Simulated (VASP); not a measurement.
Crystal: TiAl.

```
Ti Al
1.0
     3.17906    0.00000    0.00000
     0.00000    3.17906    0.00000
     0.00000    0.00000    3.17906
Ti Al
1 1
Direct
  0.00000 0.00000 0.00000
  0.50000 0.50000 0.50000
```

| Item | Value |
| --- | --- |
| Program | VASP 6.6.1 |
| Task | relaxation of cell and atoms |
| Functional | revPBE |
| Dispersion | D3(BJ) |
| Potentials or basis | VASP PAW PBE potentials, release 64 (Ti_sv, Al) |
| Cutoff | 600 eV |
| k mesh | 8 × 8 × 8 |
| Occupations | fermi-dirac, width 0.05 eV |
| Spin | no spin polarisation |

At the start: pressure -6.9 GPa; volume 16.06 Å³/atom.

Question: How do energy, volume and symmetry change on relaxing?

Answer: Over 3 steps the energy falls by 21.4 meV/atom and the volume is 15.11 Å³/atom (-5.9 %); space group Pm-3m (No. 221, to 0.05 Å).

Step by step:
| step | energy change (eV) | largest force (eV/Å) | pressure (GPa) | volume (Å³) |
| --- | --- | --- | --- | --- |
| 1 | 0.0000 | 0.0000 | -6.87 | 32.13 |
| 2 | -0.0232 | 0.0000 | 5.46 | 29.03 |
| 3 | -0.0428 | 0.0000 | -0.02 | 30.23 |

Final structure:
```
CELL_PARAMETERS angstrom
3.11509 0.00000 0.00000
0.00000 3.11509 0.00000
0.00000 0.00000 3.11509
ATOMIC_POSITIONS crystal
Ti 0.00000 0.00000 0.00000
Al 0.50000 0.50000 0.50000
```

Caveat: the PAW data sets were made with another functional, which shifts forces and pressure a little; pairwise dispersion overbinds metals, which lowers pressure and volume.
